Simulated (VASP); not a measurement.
# Mg3CdTe4 (P1) in VASP: relaxation of volume and atoms at fixed shape with PBEsol

Aim: the relaxation of volume and atoms at fixed shape of Mg3CdTe4 with PBEsol.

Everything below comes from runs of VASP 6.6.1. Logs are shortened: lines on timing, memory, paths and dates and some standing lists are left out, and cuts for length are marked.

**1. The cell of the first run**

The typed cell holds 64 atoms: a = 12.903 Å, b = 12.903 Å, c = 12.903 Å, α = 90.00°, β = 90.00°, γ = 90.00°.

**2. Relaxation of volume and atoms at fixed shape, PBEsol**

Input file INCAR:

```
SYSTEM = Mg3CdTe4
  PREC = Accurate
  ENCUT = 500
  EDIFF = 1E-7
  ISMEAR = -1
  SIGMA = 0.05
  LREAL = Auto
  LASPH = .True.
  NELM = 120
  ALGO = Normal
  ISIF = 8
  LWAVE = .False.
  LCHARG = .False.
  GGA = PS
  IBRION = 2
  NSW = 100
  EDIFFG = -0.03
  ISYM = -1
  GGA_COMPAT = .False.
  NELMIN = 4
  KPAR = 1
```

Input file KPOINTS:

```
explicit points
1
Reciprocal
  0.25000000   0.25000000   0.25000000 1
```

Input file POSCAR:

```
Mg3CdTe4
1.0
   12.9028520000      0.0000000000      0.0000000000
    0.0000000000     12.9028520000      0.0000000000
    0.0000000000      0.0000000000     12.9028520000
Mg Cd Te
24 8 32
Direct
    0.0018540000      0.0018780000      0.0006140000
    0.0020800000      0.0003910000      0.5008730000
    0.0027050000      0.5010450000      0.4983970000
    0.5020380000      0.0011310000      0.9996430000
    0.5022020000      0.9997610000      0.5005120000
    0.5009870000      0.4988840000      0.0010510000
    0.5010450000      0.4992310000      0.4995870000
    0.2487170000      0.2512060000      0.0011510000
    0.2522340000      0.7515380000      0.5003930000
    0.7504760000      0.2523080000      0.9992140000
    0.7513020000      0.2487070000      0.4997290000
    0.7500570000      0.7498310000      0.0007400000
    0.2493220000      0.9985980000      0.2491850000
    0.2492370000      0.4985610000      0.2500160000
    0.2496390000      0.5010510000      0.7516210000
    0.7514520000      0.9993150000      0.7509660000
    0.7502270000      0.4992610000      0.2502480000
    0.7485550000      0.4971960000      0.7505450000
    0.0009230000      0.2504650000      0.2496430000
    0.9983960000      0.2495870000      0.7511950000
    0.9978150000      0.7502890000      0.2515390000
    0.5000580000      0.2501470000      0.2488110000
    0.5004520000      0.2520470000      0.7491940000
    0.4977620000      0.7478320000      0.7512820000
    0.9990680000      0.4988410000      0.0003770000
    0.2487180000      0.2524750000      0.5005270000
    0.2526570000      0.7509420000      0.9990410000
    0.7483970000      0.7515920000      0.4969390000
    0.2480240000      0.9965820000      0.7510250000
    0.7512130000      0.9990240000      0.2465440000
    0.9986560000      0.7498790000      0.7482760000
    0.4998200000      0.7485620000      0.2477380000
    0.1252070000      0.1239150000      0.1251950000
    0.1229470000      0.1284610000      0.6242830000
    0.1243580000      0.6253170000      0.1248640000
    0.1242770000      0.6240430000      0.6230040000
    0.6236630000      0.1270940000      0.1236600000
    0.6247010000      0.1235010000      0.6281700000
    0.6249230000      0.6255270000      0.1258940000
    0.6239270000      0.6286840000      0.6235580000
    0.3748280000      0.3756020000      0.1282160000
    0.3719040000      0.3763800000      0.6260010000
    0.3770920000      0.8775560000      0.1264230000
    0.3728000000      0.8765420000      0.6230840000
    0.8761920000      0.3774310000      0.1253730000
    0.8732570000      0.3741760000      0.6244650000
    0.8768920000      0.8763720000      0.1255670000
    0.8726030000      0.8736770000      0.6242580000
    0.3766140000      0.1261950000      0.3774720000
    0.3757440000      0.1250250000      0.8747040000
    0.3744630000      0.6227420000      0.3727660000
    0.3770030000      0.6238470000      0.8743610000
    0.8769970000      0.1255900000      0.3752000000
    0.8747740000      0.1238810000      0.8751490000
    0.8733760000      0.6231070000      0.3760620000
    0.8742740000      0.6229780000      0.8756450000
    0.1255580000      0.3779170000      0.3746460000
    0.1247160000      0.3770780000      0.8746940000
    0.1248650000      0.8770640000      0.3777920000
    0.1259410000      0.8739660000      0.8761900000
    0.6231210000      0.3716680000      0.3754510000
    0.6278250000      0.3721630000      0.8736510000
    0.6231570000      0.8740290000      0.3735590000
    0.6228020000      0.8737340000      0.8732440000
```

Potentials or basis: VASP PAW PBE potentials, release 64 (Mg, Cd, Te).

Run with:

```bash
$ cat potpaw_PBE.64/Mg/POTCAR potpaw_PBE.64/Cd/POTCAR potpaw_PBE.64/Te/POTCAR > POTCAR
$ mpirun -np 4 vasp_std > vasp.out
```

OUTCAR:

```text
SYSTEM = Mg3CdTe4
   PREC = Accurate
   ENCUT = 500
   EDIFF = 1E-7
   ISMEAR = -1
   LREAL = Auto
   LASPH = .True.
   NELM = 120
   ISIF = 8
   GGA = PS
   IBRION = 2
   NSW = 100
   EDIFFG = -0.03
   ISYM = -1
   NELMIN = 4

 ion  position               nearest neighbor table
   1  0.002  0.002  0.001-  33 2.76  54 2.79  47 2.80  60 2.80
   2  0.002  0.000  0.501-  59 2.75  34 2.77  53 2.80  48 2.83
   3  0.003  0.501  0.498-  36 2.75  57 2.75  55 2.79  46 2.85
   4  0.502  0.001  1.000-  37 2.77  64 2.79  50 2.79  43 2.80
   5  0.502  1.000  0.501-  63 2.78  38 2.79  49 2.79  44 2.80
   6  0.501  0.499  0.001-  39 2.80  52 2.80  41 2.81  62 2.84
[... 56 lines left out ...]
  63  0.623  0.874  0.374-  28 2.76   5 2.78  32 2.79  30 2.83
  64  0.623  0.874  0.873-  24 2.78   4 2.79  16 2.81  12 2.82

IMPORTANT INFORMATION: All symmetrisations will be switched off!
NOSYMM: (Re-)initialisation of all symmetry stuff for point group C_1.

----------------------------------------------------------------------------------------

                                     Primitive cell

  volume of cell :    2148.1131

  direct lattice vectors                    reciprocal lattice vectors
    12.902852000  0.000000000  0.000000000     0.077502245  0.000000000  0.000000000
     0.000000000 12.902852000  0.000000000     0.000000000  0.077502245  0.000000000
     0.000000000  0.000000000 12.902852000     0.000000000  0.000000000  0.077502245

  length of vectors
    12.902852000 12.902852000 12.902852000     0.077502245  0.077502245  0.077502245

  position of ions in fractional coordinates (direct lattice)
     0.001854000  0.001878000  0.000614000
     0.002080000  0.000391000  0.500873000
     0.002705000  0.501045000  0.498397000
     0.502038000  0.001131000  0.999643000
     0.502202000  0.999761000  0.500512000
     0.500987000  0.498884000  0.001051000
[... 56 lines left out ...]
     0.623157000  0.874029000  0.373559000
     0.622802000  0.873734000  0.873244000

  ion indices of the primitive-cell ions
   primitive index   ion index
                 1           1
                 2           2
                 3           3
                 4           4
                 5           5
                 6           6
[... 56 lines left out ...]
                63          63
                64          64

----------------------------------------------------------------------------------------

 KPOINTS: explicit points

[... 31 lines left out ...]
   ISIF   =      8    stress and relaxation
   ISYM   =     -1    0-nonsym 1-usesym 2-fastsym
   POTIM  = 0.5000    time-step for ionic-motion
   TEBEG  =    0.0;   TEEND  =   0.0 temperature during run
   PSTRESS=    0.0 pullay stress
   NELECT =     336.0000    total number of electrons
   NUPDOWN=      -1.0000    fix difference up-down
   EMIN   =  10.00;   EMAX   =-10.00  energy-range for DOS
   EFERMI =   0.00;   METHOD = LEGACY
   ISMEAR =    -1;   SIGMA  =   0.05  broadening in eV -4-tet -1-fermi 0-gaus
   EFERMI_NEDOS =   21; number of points for ismear=-14 and -15
   IALGO  =     38    algorithm
   IMIX   =      4    mixing-type and parameters
     AMIX     =   0.40;   BMIX     =  1.00
     AMIX_MAG =   1.60;   BMIX_MAG =  1.00
  volume/ion in A,a.u.               =      33.56       226.50
  Fermi-wavevector in a.u.,A,eV,Ry     =   0.882068  1.666867 10.585938  0.778044
  Thomas-Fermi vector in A             =   2.002650
   LORBIT       =      0    0 simple, 1 ext, 2 COOP (PROOUT), +10 PAW based schemes
   GGA     = PS    functional components
   LHFCALC =     F    Hartree Fock is set to
   AEXX    =    0.0000 exact exchange contribution
   IVDW    =     0    specifies the selected vdW correction
   LEPSILON=     F    determine dielectric tensor
   LRPA    =     F    only Hartree local field effects (RPA)
 conjugate gradient relaxation of ions
 non-spin polarized calculation
  energy-cutoff  :      500.00
  volume of cell :     2148.11
 maximum number of plane-waves:     54552
 NGX is ok and might be reduce to    96
   NGX = 47   NGY = 47   NGZ = 47

--------------------------------------- Ionic step        1  -------------------------------------------

 number of electron     336.0000005 magnetization

 Free energy of the ion-electron system (eV)
  ---------------------------------------------------
  ext. energy  EPLUGINS =         0.00000000
  ---------------------------------------------------
  free energy    TOTEN  =      -209.06379445 eV

  energy without entropy =     -209.06379445  energy(sigma->0) =     -209.06379445

------------------------ aborting loop because EDIFF is reached ----------------------------------------

  FORCE on cell =-STRESS in cart. coord.  units (eV):
  Direction    XX          YY          ZZ          XY          YZ          ZX
  --------------------------------------------------------------------------------------
  -------------------------------------------------------------------------------------
  Total        1.8501147      1.7455345      1.9054512     -2.6947936     -1.2519166     -2.8554352
  in kB        1.3799142      1.3019127      1.4211871     -2.0099208     -0.9337462     -2.1297359
  external PRESSURE =       1.3676714 kB  Pullay stress =       0.0000000 kB
[... 673 lines left out ...]
--------------------------------------- Ionic step        8  -------------------------------------------

 number of electron     335.9999989 magnetization

 Free energy of the ion-electron system (eV)
  ---------------------------------------------------
  ext. energy  EPLUGINS =         0.00000000
  ---------------------------------------------------
  free energy    TOTEN  =      -209.27699079 eV

  energy without entropy =     -209.27699079  energy(sigma->0) =     -209.27699079

 E-fermi :   3.1213     XC(G=0):  -8.2198

 val. band max:        1.8704626376   @ k =   0.2500   0.2500   0.2500
 cond. band min:       4.4090576105   @ k =   0.2500   0.2500   0.2500
 fundamental gap:      2.5385949729
 Fermi energy:         3.1213172955

 k-point     1 :       0.2500    0.2500    0.2500
  band No.  band energies     occupation
      1      -8.5035      2.00000
      2      -8.3827      2.00000
      3      -8.3397      2.00000
      4      -8.3175      2.00000
      5      -8.2525      2.00000
      6      -8.2245      2.00000
[... 172 lines left out ...]
    179       5.2624      0.00000
    180       5.3273      0.00000
 [bands above 180 left out]

------------------------ aborting loop because EDIFF is reached ----------------------------------------

  FORCE on cell =-STRESS in cart. coord.  units (eV):
  Direction    XX          YY          ZZ          XY          YZ          ZX
  --------------------------------------------------------------------------------------
  -------------------------------------------------------------------------------------
  Total       -0.0271516     -0.1083500      0.0072910     -2.0260921     -2.2752727     -1.9578148
  in kB       -0.0202087     -0.0806438      0.0054266     -1.5080009     -1.6934636     -1.4571827
  external PRESSURE =      -0.0318086 kB  Pullay stress =       0.0000000 kB
[... 79 lines left out ...]
  FREE ENERGIE OF THE ION-ELECTRON SYSTEM (eV)
  ---------------------------------------------------
  free  energy   TOTEN  =      -209.2769907921 eV

  energy  without entropy=     -209.2769907920  energy(sigma->0) =     -209.27699079

 reached required accuracy - stopping structural energy minimisation
```

Wall time 26 min (4 MPI ranks of Intel Xeon Platinum 8259CL at 2.50GHz (Skylake/Cascade Lake), shared host); peak memory 0.68 GiB.

What came out:

| Quantity | Value |
| --- | --- |
| Free energy | -209.2770 eV |
| Relaxed volume | 33.63 Å³/atom |
| Relaxed cell | a = 12.912 Å, b = 12.912 Å, c = 12.912 Å, α = 90.00°, β = 90.00°, γ = 90.00° |
| Space group after relaxing (to 0.1 Å) | P1 (No. 1) |
| Energy gained by relaxing | 3.3 meV/atom |
| Ionic steps | 8 |
| Pressure after relaxing | 0.0 GPa |
| Largest force after relaxing | 0.029 eV/Å |
| Band gap on the k mesh | 2.54 eV |

Forces on the atoms (eV/Å):
```
Mg  -0.005 -0.006  0.002
Mg   0.004 -0.009 -0.009
Mg  -0.004 -0.004 -0.014
Mg  -0.006 -0.012  0.008
Mg  -0.006  0.000  0.005
Mg  -0.007  0.005 -0.017
Mg  -0.007  0.000 -0.005
Mg  -0.001 -0.001  0.000
Mg  -0.007  0.000  0.004
Mg  -0.012 -0.003 -0.006
Mg  -0.004  0.013  0.004
Mg  -0.005 -0.011  0.000
Mg  -0.007 -0.003 -0.005
Mg   0.004 -0.014  0.015
Mg   0.006 -0.013 -0.007
Mg  -0.007  0.012 -0.006
Mg   0.005  0.001  0.000
Mg  -0.004 -0.004 -0.002
Mg   0.004  0.005  0.002
Mg   0.008 -0.010 -0.014
Mg  -0.007  0.007 -0.003
Mg   0.003  0.000  0.002
Mg   0.015  0.002  0.002
Mg   0.011 -0.001 -0.004
Cd   0.001  0.003  0.001
Cd   0.006  0.000  0.001
Cd  -0.006  0.009  0.003
Cd   0.015 -0.005  0.018
Cd   0.018  0.019 -0.014
Cd  -0.008  0.009  0.020
Cd   0.010  0.011  0.004
Cd   0.005  0.019  0.015
Te  -0.009 -0.003 -0.004
Te   0.004 -0.009 -0.006
Te   0.003 -0.014 -0.008
Te  -0.008 -0.009  0.004
Te   0.004  0.001  0.001
Te  -0.001  0.006 -0.002
Te  -0.007 -0.010 -0.005
Te  -0.007 -0.007  0.003
Te   0.007 -0.005 -0.006
Te   0.014 -0.006  0.013
Te  -0.004 -0.010  0.003
Te   0.000 -0.006  0.008
Te  -0.012 -0.014 -0.011
Te  -0.009 -0.002  0.005
Te  -0.001  0.004 -0.010
Te  -0.001  0.008  0.010
Te  -0.004  0.011 -0.008
Te   0.015  0.004  0.002
Te   0.002  0.014 -0.011
Te  -0.006  0.003 -0.006
Te  -0.007  0.012  0.004
Te   0.002 -0.006  0.006
Te  -0.001  0.007  0.002
Te   0.006 -0.007  0.002
Te   0.003 -0.009  0.004
Te  -0.006  0.004  0.010
Te   0.002 -0.001 -0.012
Te  -0.007  0.014  0.004
Te   0.003 -0.001 -0.004
Te  -0.001  0.002 -0.004
Te   0.017  0.002  0.013
Te   0.003  0.008  0.004
```

The path:
```csv
step,energy change (eV),largest force (eV/Å),pressure (GPa),volume (Å³)
1,0.0000,0.3943,0.14,2148.11
2,-0.1275,0.2385,-0.05,2157.03
3,-0.1835,0.0889,-0.26,2168.43
4,-0.2037,0.0764,0.06,2149.27
5,-0.2039,0.0768,0.04,2150.71
6,-0.2087,0.0537,0.02,2151.40
7,-0.2117,0.0453,0.00,2152.49
8,-0.2132,0.0294,0.00,2152.62
```

Final structure:
```cif
data_structure
_symmetry_space_group_name_H-M 'P 1'
_symmetry_Int_Tables_number 1
_cell_length_a 12.9119
_cell_length_b 12.9119
_cell_length_c 12.9119
_cell_angle_alpha 90.000
_cell_angle_beta 90.000
_cell_angle_gamma 90.000
_cell_volume 2152.62
loop_
_atom_site_label
_atom_site_type_symbol
_atom_site_fract_x
_atom_site_fract_y
_atom_site_fract_z
_atom_site_occupancy
Mg1 Mg 0.00091 0.00130 0.00066 1
Mg2 Mg 0.00066 0.00002 0.50013 1
Mg3 Mg 0.99970 0.49991 0.50054 1
Mg4 Mg 0.50146 0.00081 0.99829 1
Mg5 Mg 0.50069 0.00106 0.50115 1
Mg6 Mg 0.50104 0.49826 0.00071 1
Mg7 Mg 0.50062 0.49951 0.49936 1
Mg8 Mg 0.24996 0.25054 0.00043 1
Mg9 Mg 0.25064 0.75034 0.49922 1
Mg10 Mg 0.75134 0.25077 0.99962 1
Mg11 Mg 0.75010 0.24850 0.50020 1
Mg12 Mg 0.74983 0.75067 0.00011 1
Mg13 Mg 0.24951 0.00024 0.25144 1
Mg14 Mg 0.24973 0.50004 0.24877 1
Mg15 Mg 0.24864 0.50137 0.75086 1
Mg16 Mg 0.74975 0.99915 0.75150 1
Mg17 Mg 0.74867 0.49880 0.25114 1
Mg18 Mg 0.74891 0.49921 0.74845 1
Mg19 Mg 0.00065 0.24977 0.24963 1
Mg20 Mg 0.99793 0.25104 0.75094 1
Mg21 Mg 0.99926 0.75061 0.25171 1
Mg22 Mg 0.49939 0.24978 0.25016 1
Mg23 Mg 0.49947 0.25030 0.74936 1
Mg24 Mg 0.49854 0.75002 0.74976 1
Cd1 Cd 0.00027 0.50059 0.00040 1
Cd2 Cd 0.25022 0.25148 0.50035 1
Cd3 Cd 0.25241 0.75004 0.00059 1
Cd4 Cd 0.74907 0.75037 0.49860 1
Cd5 Cd 0.24947 0.00023 0.75049 1
Cd6 Cd 0.75130 0.00110 0.24822 1
Cd7 Cd 0.99913 0.74901 0.74914 1
Cd8 Cd 0.49936 0.74836 0.24879 1
Te1 Te 0.12616 0.12530 0.12552 1
Te2 Te 0.12246 0.12629 0.62552 1
Te3 Te 0.12474 0.62657 0.12711 1
Te4 Te 0.12614 0.62450 0.62309 1
Te5 Te 0.62424 0.12705 0.12321 1
Te6 Te 0.62566 0.12474 0.62640 1
Te7 Te 0.62660 0.62332 0.12389 1
Te8 Te 0.62321 0.62462 0.62526 1
Te9 Te 0.37492 0.37495 0.12537 1
Te10 Te 0.37550 0.37757 0.62650 1
Te11 Te 0.37597 0.87866 0.12508 1
Te12 Te 0.37556 0.87467 0.62359 1
Te13 Te 0.87425 0.37438 0.12676 1
Te14 Te 0.87451 0.37486 0.62422 1
Te15 Te 0.87678 0.87395 0.12356 1
Te16 Te 0.87431 0.87690 0.62434 1
Te17 Te 0.37593 0.12400 0.37506 1
Te18 Te 0.37565 0.12670 0.87587 1
Te19 Te 0.37379 0.62292 0.37554 1
Te20 Te 0.37679 0.62287 0.87487 1
Te21 Te 0.87697 0.12579 0.37581 1
Te22 Te 0.87506 0.12450 0.87550 1
Te23 Te 0.87519 0.62311 0.37400 1
Te24 Te 0.87190 0.62413 0.87436 1
Te25 Te 0.12381 0.37657 0.37357 1
Te26 Te 0.12550 0.37396 0.87405 1
Te27 Te 0.12503 0.87504 0.37577 1
Te28 Te 0.12389 0.87453 0.87599 1
Te29 Te 0.62469 0.37320 0.37573 1
Te30 Te 0.62540 0.37423 0.87456 1
Te31 Te 0.62332 0.87662 0.37385 1
Te32 Te 0.62436 0.87374 0.87457 1
```

Levels at points of the mesh, in eV from the valence-band top:
| k point | band 165 | band 166 | band 167 | band 168 | band 169 | band 170 | band 171 | band 172 |
| --- | --- | --- | --- | --- | --- | --- | --- | --- |
| (0.25, 0.25, 0.25) | -0.24 | -0.18 | -0.02 | 0.00 | 2.54 | 2.77 | 2.90 | 2.97 |

Caveat: the PAW data sets were made with another functional, which shifts forces and pressure a little; spin-orbit coupling is left out, which moves the levels of the heavy elements; a shifted mesh leaves out Γ, where band edges can lie. A k mesh can miss the band edges.
